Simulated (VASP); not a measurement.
SiC3: single point with LDA

SiC3:

```
CELL_PARAMETERS angstrom
1.38001 -2.39025 0.00000
0.00000 0.00000 -4.59553
4.24779 2.45247 0.00000
ATOMIC_POSITIONS crystal
C 0.50000 0.93536 0.14730
C 0.50000 0.43536 0.85270
C 0.50000 0.58994 0.13386
C 0.00000 0.53581 0.70033
C 0.00000 0.03581 0.29967
C 0.50000 0.08994 0.86614
Si 0.00000 0.93890 0.67087
Si 0.00000 0.43890 0.32913
```

- Program: VASP 6.6.1
- Task: single point
- Functional: LDA
- Potentials or basis: VASP PAW LDA potentials, release 64 (C, Si)
- Cutoff: 520 eV
- k mesh: 12 × 8 × 8
- Occupations: gaussian, width 0.01 eV
- Spin: no spin polarisation

* Pressure: 0.7 GPa
* Largest force: 0.019 eV/Å
* Band gap on the k mesh: 0.67 eV (least direct gap 1.87 eV)

Forces in eV/Å, atoms in the order of the input:
```
C    0.012  0.007  0.002
C   -0.012 -0.007  0.002
C    0.016  0.009  0.000
C   -0.012 -0.007 -0.006
C    0.012  0.007 -0.006
C   -0.016 -0.009  0.000
Si  -0.005 -0.003  0.004
Si   0.005  0.003  0.004
```

Levels at points of the mesh, in eV from the valence-band top:
| k point | band 12 | band 13 | band 14 | band 15 | band 16 | band 17 | band 18 | band 19 | band 20 | band 21 |
| --- | --- | --- | --- | --- | --- | --- | --- | --- | --- | --- |
| (0.00, 0.00, 0.00) | -3.10 | -1.32 | -1.14 | -1.01 | 0.00 | 1.87 | 3.43 | 4.37 | 4.64 | 4.70 |
| (0.50, 0.00, 0.00) | -5.79 | -5.50 | -5.15 | -4.83 | -3.90 | 1.79 | 2.61 | 3.49 | 7.01 | 7.25 |
| (0.00, 0.50, 0.00) | -4.07 | -2.12 | -2.12 | -0.90 | -0.90 | 2.48 | 2.48 | 3.37 | 3.37 | 5.64 |
| (0.50, 0.50, 0.00) | -6.89 | -5.56 | -5.56 | -2.60 | -2.60 | 2.88 | 2.88 | 5.30 | 5.30 | 6.64 |
| (0.00, 0.00, 0.50) | -4.21 | -2.96 | -2.62 | -1.24 | -0.49 | 2.22 | 3.31 | 4.49 | 5.18 | 5.66 |
| (0.50, 0.00, 0.50) | -5.85 | -5.27 | -4.08 | -3.57 | -2.40 | 0.67 | 2.52 | 3.14 | 4.98 | 5.36 |
| (0.00, 0.50, 0.50) | -5.19 | -3.94 | -3.94 | -1.40 | -1.40 | 3.19 | 3.19 | 3.86 | 3.86 | 5.58 |
| (0.50, 0.50, 0.50) | -4.96 | -4.22 | -4.22 | -2.84 | -2.84 | 1.58 | 1.58 | 3.47 | 3.47 | 4.19 |

It took 2.5 min on 1 thread of AMD EPYC 9R45 96-Core Processor (Zen 5), on a shared host, peak memory 0.27 GiB.

A k mesh can miss the band edges.
